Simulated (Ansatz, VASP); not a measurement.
LiF in VASP and in Ansatz

```
CELL_PARAMETERS angstrom
3.06094 0.00000 0.00000
-1.53047 2.65085 0.00000
0.00000 0.00000 5.19191
ATOMIC_POSITIONS crystal
Li 0.33333 0.66667 0.38115
Li 0.66667 0.33333 0.88115
F 0.33333 0.66667 0.99384
F 0.66667 0.33333 0.49384
```

Change from the starting cell: strain +0.000 along x and y, +0.080 along z, atoms carried along.

Alike in both runs: task single point; functional PBEsol; k mesh 9 × 9 × 6; occupations gaussian, width 0.05 eV; no spin polarisation.

|  | VASP | Ansatz |
| --- | --- | --- |
| version | VASP 6.6.1 | Ansatz 0.2.0 |
| potentials or method | VASP PAW PBE potentials, release 64 (Li_sv, F), cutoff 520 eV | scalar-relativistic, plane waves, PAW |
| valence electrons in the cell | 20 | 20 |

```csv
,VASP,Ansatz,Ansatz less VASP
gap on the k mesh at the Fermi level (eV),7.42,7.42,+0.009
least direct gap on the mesh (eV),7.42,7.42,+0.009
rms of the force components (eV/Å),0.098,0.089,-0.0086
```

VASP's potentials were made for PBE, not for PBEsol. Atom by atom the forces differ by 0.009 eV/Å (rms over components).

Noted on VASP's run: the cutoff is short for stress, so the pressure is rough.
